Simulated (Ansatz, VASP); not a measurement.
Two plane-wave programs on Mo

```
CELL_PARAMETERS angstrom
-1.58381 1.58381 1.56797
1.58381 -1.58381 1.56797
1.58381 1.58381 -1.56797
ATOMIC_POSITIONS crystal
Mo 0.00000 0.00000 0.00000
```

Alike in both runs: functional PBE; k mesh 10 × 10 × 10; occupations fermi-dirac, width 0.05 eV; no spin polarisation.

```csv
,VASP,Ansatz
version,VASP 6.6.1,Ansatz 0.2.0
potentials or method,"VASP PAW PBE potentials, release 64 (Mo_sv)",Ansatz PAW
plane-wave cutoff (eV),520,420
valence electrons in the cell,14,14
task,single point,band structure
```

Ansatz gave:

| Quantity | Value |
| --- | --- |
| gap on the k mesh at the Fermi level (eV) | none |
| pressure (GPa) | 0.6 |
| traceless stress, the component that is largest in VASP (GPa) | 1.50 |

Task: What did VASP give for the same quantities?

Result: gap on the k mesh at the Fermi level (eV): none; pressure (GPa): 1.1; traceless stress, the component that is largest in VASP (GPa): 1.51.

A gap of «none» marks a metal or a gap that the smearing closes.
